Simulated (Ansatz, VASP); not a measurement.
# ZnGeP2: VASP beside Ansatz

Contents of POSCAR:

```
ZnGeP2
1.0
   -2.8050408024      2.8050408024      5.5265534193
    2.8050408024     -2.8050408024      5.5265534193
    2.8050408024      2.8050408024     -5.5265534193
Zn Ge P
2 2 4
Direct
    0.7500000000      0.2500000000      0.5000000000
    0.0000000000      0.0000000000      0.0000000000
    0.2500000000      0.7500000000      0.5000000000
    0.5000000000      0.5000000000      0.0000000000
    0.1316867243      0.6250000000      0.0066867243
    0.8750000000      0.8683132757      0.4933132757
    0.3750000000      0.3816867243      0.5066867243
    0.6183132757      0.1250000000      0.9933132757
```

The input INCAR.step1:

```
PREC = Accurate ; ENCUT = 550
ISMEAR = 0 ; SIGMA = 0.01
LREAL = False ; LASPH = True
NELM = 120 ; NBANDS = 46
GGA = PE ; ALGO = Normal
EDIFF = 1E-5 ; LWAVE = True
LCHARG = False ; GGA_COMPAT = False
```

Contents of INCAR.step2:

```
PREC = Accurate ; ENCUT = 550
EDIFF = 1E-6 ; ISMEAR = 0
SIGMA = 0.01 ; LREAL = False
LASPH = True ; NELM = 120
ALGO = Normal ; ISIF = 2
LWAVE = False ; LCHARG = False
METAGGA = R2SCAN ; LMIXTAU = True
NBANDS = 46 ; ISTART = 1
GGA_COMPAT = False
```

KPOINTS

```
Automatic mesh
0
Gamma
  6 6 6
```

Input for Ansatz:

```yaml
crystal:
  lattice:
    - [-2.8050408024, 2.8050408024, 5.5265534193]
    - [2.8050408024, -2.8050408024, 5.5265534193]
    - [2.8050408024, 2.8050408024, -5.5265534193]
  atoms:
    - { symbol: Zn, position: [0.75, 0.25, 0.5] }
    - { symbol: Zn, position: [0.0, 0.0, 0.0] }
    - { symbol: Ge, position: [0.25, 0.75, 0.5] }
    - { symbol: Ge, position: [0.5, 0.5, 0.0] }
    - { symbol: P, position: [0.1316867243, 0.625, 0.0066867243] }
    - { symbol: P, position: [0.875, 0.8683132757, 0.4933132757] }
    - { symbol: P, position: [0.375, 0.3816867243, 0.5066867243] }
    - { symbol: P, position: [0.6183132757, 0.125, 0.9933132757] }
kpoints:
  mp_grid: { grid: [6, 6, 6] }
  band_path:
    path:
      - [0.0, 0.0, 0.0]
      - [0.0, 0.0, 0.5]
      - [0.25, 0.25, 0.25]
      - [0.0, 0.5, 0.0]
      - [0.5, 0.5, -0.5]
      - [0.3144035238, 0.6855964762, -0.3144035238]
      - [-0.3144035238, 0.3144035238, 0.3144035238]
      - [-0.1288070476, 0.1288070476, 0.5]
      - [0.5, 0.5, -0.1288070476]
    npoints: 1
hamiltonian:
  xc: r2scan
scf:
  occupations: { method: fixed }
  n_extra_bands: 6
output:
  forces: true
  stress: true
  eigenvalues: true
  write_density: true
  write_potential: true
  elf: true
  volumetric_format: npy
```

Change from the starting cell: hydrostatic strain +3.0%.

Alike in both runs: task single point; functional r2SCAN; k mesh 6 × 6 × 6; no spin polarisation.

|  | VASP | Ansatz |
| --- | --- | --- |
| version | VASP 6.6.1 | Ansatz 0.2.0 |
| potentials or method | VASP PAW PBE potentials, release 64 (Zn, Ge_d, P) | plane waves, PAW |
| plane-wave cutoff (eV) | 550 | 500 |
| occupations | gaussian, width 0.01 eV | fixed |
| valence electrons in the cell | 72 | 72 |

```tsv
	VASP	Ansatz	Ansatz less VASP
gap on the k mesh at the Fermi level (eV)	1.20	1.22	+0.011
pressure (GPa)	-6.2	-6.1	+0.05
rms of the force components (eV/Å)	0.005	0.000	-0.0044
```

VASP's potentials were made for PBE, not for r2SCAN. Atom by atom the forces differ by 0.005 eV/Å (rms over components).
